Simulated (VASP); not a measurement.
Ru: single point with r2SCAN

Ru:

```
Ru
1.0
     0.00000    2.52545    2.52545
     2.52545    0.00000    2.52545
     2.52545    2.52545    0.00000
Ru
2
Direct
  0.00000 0.00000 0.00000
  0.25000 0.25000 0.25000
```

This isn't the form of Ru at room conditions, which is hcp.

```yaml
Program: VASP 6.6.1
Task: single point
Functional: r2SCAN
Potentials_or_basis: VASP PAW PBE potentials, release 64 (Ru_pv)
Cutoff: 550 eV
k_mesh: 9 × 9 × 9
Occupations: gaussian, width 0.05 eV
Spin: no spin polarisation
```

The pressure is 62.9 GPa and the band gap on the k mesh is zero (bands 14 and 15 overlap by 0.92 eV).

Levels at points of the mesh, in eV from the Fermi level:
```
           k point  band 11  band 12  band 13  band 14  band 15  band 16  band 17  band 18
(0.00, 0.00, 0.00)    -4.27    -4.27    -0.56    -0.56    -0.56     2.75     2.75     9.12
```

It took 42 s on 1 thread of Intel(R) Xeon(R) 6975P-C (Granite Rapids), on a shared host, peak memory 0.17 GiB.

Caveat: the cell stands under pressure; the PAW data sets were made with another functional, which shifts forces and pressure a little.
